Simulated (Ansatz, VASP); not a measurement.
## NaAl2 in VASP and in Ansatz

INCAR

```
  ALGO = Normal
  EDIFF = 1E-7
  EDIFFG = -0.04
  ENCUT = 500
  GGA = PE
  GGA_COMPAT = F
  IBRION = 2
  ISIF = 3
  ISMEAR = 0
  LASPH = T
  LCHARG = F
  LREAL = F
  LWAVE = F
  NELM = 120
  NELMIN = 4
  NSW = 90
  PREC = Accurate
  SIGMA = 0.1
```

File KPOINTS:

```
k-points
0
Gamma
  6 6 6
```

POSCAR

```
NaAl2
1.0
    5.0509088878      0.0000000000      0.0000000000
   -2.5254544439      4.3742154090      0.0000000000
    0.0000000000      0.0000000000      2.7861333032
Na Al
1 2
Direct
    0.6666666667      0.3333333333      0.5000000000
    0.0000000000      0.0000000000      0.0000000000
    0.3333333333      0.6666666667      0.5000000000
```

Input for Ansatz:

```yaml
crystal:
  lattice:
    - [5.0509088878, 0.0, 0.0]
    - [-2.5254544439, 4.374215409, 0.0]
    - [0.0, 0.0, 2.7861333032]
  atoms:
    - { symbol: Na, position: [0.6666666667, 0.3333333333, 0.5] }
    - { symbol: Al, position: [0.0, 0.0, 0.0] }
    - { symbol: Al, position: [0.3333333333, 0.6666666667, 0.5] }
basis:
  ecutwfc: 420
kpoints:
  mp_grid: { grid: [6, 6, 6] }
hamiltonian:
  xc: pbe
scf:
  occupations: { method: gaussian, width: 0.1 }
  lower_state_search: "off"
output:
  forces: true
  stress: true
  eigenvalues: true
relax:
  adjacent_minimum: "off"
  f_tol: 0.04
  max_steps: 70
  cell: { stress_tol: 0.4 }
```

Alike in both runs: task relaxation of cell and atoms; functional PBE; k mesh 6 × 6 × 6; occupations gaussian, width 0.1 eV; no spin polarisation.

|  | VASP | Ansatz |
| --- | --- | --- |
| version | VASP 6.6.1 | Ansatz 0.2.0 |
| potentials or method | VASP PAW PBE potentials, release 64 (Na_pv, Al), cutoff 500 eV | scalar-relativistic, plane waves, PAW |
| valence electrons in the cell | 13 | 15 |

|  | VASP | Ansatz | Ansatz less VASP |
| --- | --- | --- | --- |
| gap on the k mesh at the Fermi level, each at its own relaxed structure (eV) | none | none | - |
| relaxed volume (Å³/atom) | 20.52 | 20.52 | 0.000 |
| relaxed cell length with the largest relative difference (Å) | 2.786 | 2.786 | 0.0000 |

A gap of «none» marks a metal or a gap that the smearing closes. VASP's potentials hold 13 valence electrons a cell and Ansatz's 15, so a difference there can come from the potentials and not from the codes.

The k mesh is coarse, so the values compare programs but aren't converged. Noted on VASP's run: the relaxation stopped at its first step, so nothing moved.
